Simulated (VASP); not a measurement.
Crystal: V3I.

```xyz
4
Lattice="4.2974 0.0000 0.0000 0.0000 4.2974 0.0000 0.0000 0.0000 4.2974" Properties=species:S:1:pos:R:3 pbc="T T T"
V     0.0000    2.1487    2.1487
V     2.1487    0.0000    2.1487
V     2.1487    2.1487    0.0000
I     0.0000    0.0000    0.0000
```

| Item | Value |
| --- | --- |
| Program | VASP 6.6.1 |
| Task | relaxation of cell and atoms |
| Functional | PBE |
| Potentials or basis | VASP PAW PBE potentials, release 64 (V_sv, I) |
| Cutoff | 600 eV |
| k mesh | 4 × 4 × 4 |
| Occupations | gaussian, width 0.1 eV |
| Spin | collinear spin |
| Starting moments | [0.12, 0.12, 0.12, 0.0] μB |

At the start: pressure -19.4 GPa; volume 19.84 Å³/atom.

Q: Where does the relaxation end?

A: Over 4 steps the energy falls by 357.8 meV/atom and the volume is 15.28 Å³/atom (-23.0 %); space group Pm-3m (No. 221, to 0.1 Å) before and after; moment 0.00 μB per cell.

Step by step:
```tsv
step	energy change (eV)	largest force (eV/Å)	pressure (GPa)	volume (Å³)
1	0.0000	0.0000	-19.38	79.36
2	-1.0513	0.0000	21.42	54.87
3	-1.4309	0.0000	-0.56	61.45
4	-1.4312	0.0000	0.20	61.12
```

Final structure:
```yaml
crystal:
  lattice:
    - [3.93905, 0.00000, 0.00000]
    - [0.00000, 3.93905, 0.00000]
    - [0.00000, 0.00000, 3.93905]
  atoms:
    - { symbol: V, position: [0.00000, 0.50000, 0.50000] }
    - { symbol: V, position: [0.50000, 0.00000, 0.50000] }
    - { symbol: V, position: [0.50000, 0.50000, 0.00000] }
    - { symbol: I, position: [0.00000, 0.00000, 0.00000] }
```

Caveat: the k points lie up to 0.40 Å⁻¹ apart in the final cell; the volume moved by over 15 % at a fixed basis, so the end points are rough.
